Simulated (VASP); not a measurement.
# PtS2 (P-3m1) in VASP: further runs

The runs below take PtS2 through single point, with PBEsol, PBE.

Everything below comes from runs of VASP 6.6.1. Logs are shortened: lines on timing, memory, paths and dates and some standing lists are left out, and cuts for length are marked.

### 1 The cell of the first run

It takes space group P-3m1 (No. 164, trigonal). Conventional cell: a = 3.613 Å, b = 3.613 Å, c = 5.138 Å, α = 90.00°, β = 90.00°, γ = 120.00°. Within 3.2 Å of Pt (site symmetry -3m) lie 6 S at 2.39 Å. Within 3.2 Å of S (site symmetry 3m) lie 3 Pt at 2.39 Å and 3 S at 3.13 Å.

### 2 Single point, PBEsol (volume scaled by 1.06)

File INCAR:

```
SYSTEM = PtS2
PREC = Accurate ; ENCUT = 520
EDIFF = 1E-7 ; ISMEAR = -1
SIGMA = 0.05 ; LREAL = .False.
LASPH = .True. ; NELM = 100
ALGO = Normal ; ISIF = 2
LWAVE = .False. ; LCHARG = .False.
GGA = PS ; NBANDS = 18
```

File KPOINTS:

```
Automatic mesh
0
Gamma
  9 9 5
  0 0 0
```

File POSCAR:

```
PtS2
1.0
    3.6126921524      0.0000000000      0.0000000000
   -1.8063460762      3.1286831800      0.0000000000
    0.0000000000      0.0000000000      5.1376250896
Pt S
1 2
Direct
    0.0000000000      0.0000000000      0.0000000000
    0.6666666667      0.3333333333      0.7730000000
    0.3333333333      0.6666666667      0.2270000000
```

Potentials or basis: VASP PAW PBE potentials, release 64 (Pt, S).

On the command line:

```sh
> cat potpaw_PBE.64/Pt/POTCAR potpaw_PBE.64/S/POTCAR > POTCAR
> mpirun -np 1 vasp_std > vasp.out
```

OUTCAR:

```text
SYSTEM = PtS2
   PREC = Accurate
   ENCUT = 520
   EDIFF = 1E-7
   ISMEAR = -1
   LREAL = .False.
   LASPH = .True.
   NELM = 100
   ISIF = 2
   GGA = PS

 ion  position               nearest neighbor table
   1  0.000  0.000  0.000-   2 2.39   3 2.39   3 2.39   2 2.39   2 2.39   3 2.39
   2  0.667  0.333  0.773-   1 2.39   1 2.39   1 2.39
   3  0.333  0.667  0.227-   1 2.39   1 2.39   1 2.39

  LATTYP: Found a hexagonal cell.
 ALAT       =     3.6126921524
 C/A-ratio  =     1.4221043125

  Lattice vectors:

 A1 = (   3.6126921524,   0.0000000000,   0.0000000000)
 A2 = (  -1.8063460762,   3.1286831800,   0.0000000000)
 A3 = (   0.0000000000,   0.0000000000,   5.1376250896)

Analysis of symmetry for initial positions (statically):
=====================================================================
 Subroutine PRICEL returns:
 Original cell was already a primitive cell.

 Routine SETGRP: Setting up the symmetry group for a
 hexagonal supercell.

 Subroutine GETGRP returns: Found 12 space group operations
 (whereof 12 operations were pure point group operations)
 out of a pool of 24 trial point group operations.

The static configuration has the point symmetry D_3d.

Analysis of symmetry for dynamics (positions and initial velocities):
=====================================================================
 Subroutine PRICEL returns:
 Original cell was already a primitive cell.

 Routine SETGRP: Setting up the symmetry group for a
 hexagonal supercell.

 Subroutine GETGRP returns: Found 12 space group operations
 (whereof 12 operations were pure point group operations)
 out of a pool of 24 trial point group operations.

The dynamic configuration has the point symmetry D_3d.

 Subroutine INISYM returns: Found 12 space group operations
 (whereof 12 operations are pure point group operations),
 and found     1 'primitive' translations

----------------------------------------------------------------------------------------

                                     Primitive cell

  volume of cell :      58.0704

  direct lattice vectors                    reciprocal lattice vectors
     3.612692152  0.000000000  0.000000000     0.276801886  0.159811643  0.000000000
    -1.806346076  3.128683180  0.000000000     0.000000000  0.319623286  0.000000000
     0.000000000  0.000000000  5.137625090     0.000000000  0.000000000  0.194642463

  length of vectors
     3.612692152  3.612692152  5.137625090     0.319623286  0.319623286  0.194642463

  position of ions in fractional coordinates (direct lattice)
     0.000000000  0.000000000  0.000000000
     0.666666667  0.333333333  0.773000000
     0.333333333  0.666666667  0.227000000

  ion indices of the primitive-cell ions
   primitive index   ion index
                 1           1
                 2           2
                 3           3

----------------------------------------------------------------------------------------

 KPOINTS: Automatic mesh

Automatic generation of k-mesh.
 Grid dimensions read from file:
 generate k-points for:    9    9    5

 Generating k-lattice:

  Cartesian coordinates                     Fractional coordinates (reciprocal lattice)
     0.030755765  0.017756849  0.000000000     0.111111111 -0.000000000  0.000000000
     0.000000000  0.035513698  0.000000000     0.000000000  0.111111111  0.000000000
     0.000000000  0.000000000  0.038928493     0.000000000  0.000000000  0.200000000

  Length of vectors
     0.035513698  0.035513698  0.038928493

  Shift w.r.t. Gamma in fractional coordinates (k-lattice)
     0.000000000  0.000000000  0.000000000

 Subroutine IBZKPT returns following result:
 ===========================================

 Found     50 irreducible k-points:

 Following reciprocal coordinates:
            Coordinates               Weight
  0.000000  0.000000  0.000000      1.000000
  0.111111 -0.000000  0.000000      6.000000
  0.222222 -0.000000  0.000000      6.000000
  0.333333  0.000000  0.000000      6.000000
  0.444444 -0.000000  0.000000      6.000000
  0.111111  0.111111  0.000000      6.000000
[... 16 lines left out ...]
  0.222222  0.111111  0.200000     12.000000
 -0.111111  0.333333  0.200000     12.000000
 [... further k-points ...]
   k-points           NKPTS =     50   k-points in BZ     NKDIM =     50   number of bands    NBANDS=     18
   number of dos      NEDOS =    301   number of ions     NIONS =      3
   total plane-waves  NPLWV =  31360
   dimension x,y,z NGX =    28 NGY =   28 NGZ =   40
   dimension x,y,z NGXF=    56 NGYF=   56 NGZF=   80
   ions per type =               1   2
   NGX,Y,Z   is equivalent  to a cutoff of  12.88, 12.88, 12.94 a.u.
   NGXF,Y,Z  is equivalent  to a cutoff of  25.77, 25.77, 25.89 a.u.
 SYSTEM =  PtS2
   PREC   = accura    normal or accurate (medium, high low for compatibility)
   ISTART =      0    job   : 0-new  1-cont  2-samecut
   ICHARG =      2    charge: 1-file 2-atom 10-const
   ISPIN  =      1    spin polarized calculation?
   LNONCOLLINEAR =      F non collinear calculations
   LSORBIT =      F    spin-orbit coupling
   LASPH  =      T    aspherical Exc in radial PAW
   ENCUT  =  520.0 eV  38.22 Ry    6.18 a.u.   6.72  6.72  9.55*2*pi/ulx,y,z
   NELM   =    100;   NELMIN=  2; NELMDL= -5     # of ELM steps
   EDIFF  = 0.1E-06   stopping-criterion for ELM
   LREAL  =      F    real-space projection
   EDIFFG = 0.1E-05   stopping-criterion for IOM
   NSW    =      0    number of steps for IOM
   IBRION =     -1    ionic relax: 0-MD 1-quasi-New 2-CG
   NFREE  =      0    steps in history (QN), initial steepest desc. (CG)
   ISIF   =      2    stress and relaxation
   ISYM   =      2    0-nonsym 1-usesym 2-fastsym
   POTIM  = 0.5000    time-step for ionic-motion
   TEBEG  =    0.0;   TEEND  =   0.0 temperature during run
   PSTRESS=    0.0 pullay stress
   NELECT =      22.0000    total number of electrons
   NUPDOWN=      -1.0000    fix difference up-down
   EMIN   =  10.00;   EMAX   =-10.00  energy-range for DOS
   EFERMI =   0.00;   METHOD = LEGACY
   ISMEAR =    -1;   SIGMA  =   0.05  broadening in eV -4-tet -1-fermi 0-gaus
   EFERMI_NEDOS =   21; number of points for ismear=-14 and -15
   IALGO  =     38    algorithm
   IMIX   =      4    mixing-type and parameters
     AMIX     =   0.40;   BMIX     =  1.00
     AMIX_MAG =   1.60;   BMIX_MAG =  1.00
  volume/ion in A,a.u.               =      19.36       130.63
  Fermi-wavevector in a.u.,A,eV,Ry     =   1.184579  2.238530 19.092072  1.403228
  Thomas-Fermi vector in A             =   2.320790
   LORBIT       =      0    0 simple, 1 ext, 2 COOP (PROOUT), +10 PAW based schemes
   GGA     = PS    functional components
   LHFCALC =     F    Hartree Fock is set to
   AEXX    =    0.0000 exact exchange contribution
   IVDW    =     0    specifies the selected vdW correction
   LEPSILON=     F    determine dielectric tensor
   LRPA    =     F    only Hartree local field effects (RPA)
 non-spin polarized calculation
  energy-cutoff  :      520.00
  volume of cell :       58.07
 maximum number of plane-waves:      1585
 NGX is ok and might be reduce to    28
   NGX = 13   NGY = 13   NGZ = 19

 number of electron      21.9999998 magnetization

 Free energy of the ion-electron system (eV)
  ---------------------------------------------------
  ext. energy  EPLUGINS =         0.00000000
  ---------------------------------------------------
  free energy    TOTEN  =       -16.96478818 eV

  energy without entropy =      -16.96477473  energy(sigma->0) =      -16.96478146

 E-fermi :   6.2712     XC(G=0): -10.4822

 val. band max:        5.8423901894   @ k =   0.0000   0.2222   0.2000
 cond. band min:       6.7410466232   @ k =  -0.1111   0.3333   0.4000
 fundamental gap:      0.8986564338
 Fermi energy:         6.2712122444

 k-point     1 :       0.0000    0.0000    0.0000
  band No.  band energies     occupation
      1      -9.1945      2.00000
      2      -6.2668      2.00000
      3      -0.7211      2.00000
      4      -0.7211      2.00000
      5      -0.6341      2.00000
      6       2.1797      2.00000
[... 10 lines left out ...]
     17      13.7152      0.00000
     18      17.4416      0.00000

 k-point     2 :       0.1111   -0.0000    0.0000
  band No.  band energies     occupation
      1      -9.0424      2.00000
      2      -6.3519      2.00000
      3      -0.6182      2.00000
      4      -0.6065      2.00000
      5      -0.4751      2.00000
      6       1.9436      2.00000
[... 10 lines left out ...]
     17      14.1997      0.00000
     18      16.6147      0.00000

 k-point     3 :       0.2222   -0.0000    0.0000
  band No.  band energies     occupation
      1      -8.6163      2.00000
      2      -6.5613      2.00000
      3      -0.3608      2.00000
      4      -0.3540      2.00000
      5       0.0059      2.00000
      6       1.1835      2.00000
[... 10 lines left out ...]
     17      15.0571      0.00000
     18      15.1331      0.00000

 k-point     4 :       0.3333    0.0000    0.0000
  band No.  band energies     occupation
      1      -8.0211      2.00000
      2      -6.8068      2.00000
      3      -0.5198      2.00000
      4      -0.0758      2.00000
      5       0.6049      2.00000
      6       0.7892      2.00000
[... 10 lines left out ...]
     17      14.6574      0.00000
     18      15.0554      0.00000

 k-point     5 :       0.4444   -0.0000    0.0000
  band No.  band energies     occupation
      1      -7.4629      2.00000
      2      -7.0503      2.00000
      3      -1.1666      2.00000
      4       0.0575      2.00000
      5       0.8908      2.00000
      6       1.5530      2.00000
[... 10 lines left out ...]
     17      14.1900      0.00000
     18      16.3726      0.00000

 k-point     6 :       0.1111    0.1111    0.0000
  band No.  band energies     occupation
      1      -8.7528      2.00000
      2      -6.4978      2.00000
      3      -0.4546      2.00000
      4      -0.3821      2.00000
      5      -0.1797      2.00000
      6       1.6240      2.00000
[... 10 lines left out ...]
     17      15.1441      0.00000
     18      15.5121      0.00000

 k-point     7 :       0.2222    0.1111    0.0000
  band No.  band energies     occupation
      1      -8.2382      2.00000
      2      -6.7167      2.00000
      3      -0.2141      2.00000
      4      -0.1796      2.00000
      5       0.3148      2.00000
      6       0.8749      2.00000
[... 10 lines left out ...]
     17      14.4820      0.00000
     18      15.6123      0.00000

 k-point     8 :       0.3333    0.1111    0.0000
  band No.  band energies     occupation
      1      -7.6531      2.00000
      2      -6.9381      2.00000
      3      -0.7768      2.00000
      4      -0.0321      2.00000
      5       0.7517      2.00000
      6       1.1339      2.00000
[... 10 lines left out ...]
     17      14.8537      0.00000
     18      15.5992      0.00000
[... 229 lines left out ...]
     17      15.1898      0.00000
     18      15.7254      0.00000

 k-point    20 :       0.4444   -0.0000    0.2000
  band No.  band energies     occupation
      1      -7.3845      2.00000
      2      -7.1222      2.00000
      3      -1.1978      2.00000
      4       0.0382      2.00000
      5       1.1074      2.00000
      6       1.1559      2.00000
[... 10 lines left out ...]
     17      14.7201      0.00000
     18      15.8660      0.00000

 k-point    21 :       0.0000    0.4444    0.2000
  band No.  band energies     occupation
      1      -7.5064      2.00000
      2      -6.9702      2.00000
      3      -1.2914      2.00000
      4       0.0154      2.00000
      5       0.5988      2.00000
      6       1.7038      2.00000
[... 10 lines left out ...]
     17      15.0296      0.00000
     18      15.9723      0.00000

 k-point    22 :       0.1111    0.1111    0.2000
  band No.  band energies     occupation
      1      -8.6748      2.00000
      2      -6.6463      2.00000
      3      -0.6119      2.00000
      4      -0.4393      2.00000
      5       0.2410      2.00000
      6       1.5889      2.00000
[... 10 lines left out ...]
     17      14.9772      0.00000
     18      15.0854      0.00000

 k-point    23 :       0.2222    0.1111    0.2000
  band No.  band energies     occupation
      1      -8.1570      2.00000
      2      -6.8341      2.00000
      3      -0.3268      2.00000
      4      -0.1949      2.00000
      5       0.3379      2.00000
      6       1.1871      2.00000
[... 10 lines left out ...]
     17      14.9395      0.00000
     18      15.3296      0.00000

 k-point    24 :      -0.1111    0.3333    0.2000
  band No.  band energies     occupation
      1      -8.1794      2.00000
      2      -6.7880      2.00000
      3      -0.5041      2.00000
      4      -0.2404      2.00000
      5       0.4577      2.00000
      6       0.9966      2.00000
[... 10 lines left out ...]
     17      14.2513      0.00000
     18      16.2031      0.00000

 [... further k-points ...]
[... 5 lines left out ...]
  --------------------------------------------------------------------------------------
  -------------------------------------------------------------------------------------
  Total       -1.3033357     -1.3033357     -0.0941983      0.0000000      0.0000000      0.0000000
  in kB      -35.9593560    -35.9593560     -2.5989537      0.0000000      0.0000000      0.0000000
  external PRESSURE =     -24.8392219 kB  Pullay stress =       0.0000000 kB

 VOLUME and BASIS-vectors are now :
 -----------------------------------------------------------------------------
  energy-cutoff  :      520.00
  volume of cell :       58.07
      direct lattice vectors                 reciprocal lattice vectors
     3.612692152  0.000000000  0.000000000     0.276801886  0.159811643  0.000000000
    -1.806346076  3.128683180  0.000000000     0.000000000  0.319623286  0.000000000
     0.000000000  0.000000000  5.137625090     0.000000000  0.000000000  0.194642463

 POSITION                                       TOTAL-FORCE (eV/Angst)
 -----------------------------------------------------------------------------------
      0.00000      0.00000      0.00000        -0.000000      0.000000      0.000000
      1.80635      1.04289      3.97138         0.000000      0.000000     -0.108163
     -0.00000      2.08579      1.16624        -0.000000      0.000000      0.108163
 -----------------------------------------------------------------------------------
    total drift:                                0.000000     -0.000000      0.000000

  FREE ENERGIE OF THE ION-ELECTRON SYSTEM (eV)
  ---------------------------------------------------
  free  energy   TOTEN  =       -16.9647881767 eV

  energy  without entropy=      -16.9647747342  energy(sigma->0) =      -16.96478146
```

Wall time 38 s (1 thread of Intel Xeon Platinum 8488C (Sapphire Rapids), shared host); peak memory 0.2 GiB.

Results:

```yaml
Free_energy: -16.9648 eV
Pressure: -2.5 GPa
Largest_force: 0.108 eV/Å
Band_gap_on_the_k_mesh: 0.90 eV, indirect (least direct gap 0.94 eV)
```

Forces in eV/Å, atoms in the order of the input:
```
Pt   0.000  0.000  0.000
S    0.000  0.000 -0.108
S    0.000  0.000  0.108
```

Caveat: the PAW data sets were made with another functional, which shifts forces and pressure a little; spin-orbit coupling is left out, which moves the levels of the heavy elements. A k mesh can miss the band edges.

(Continued in part 2 of 2.)
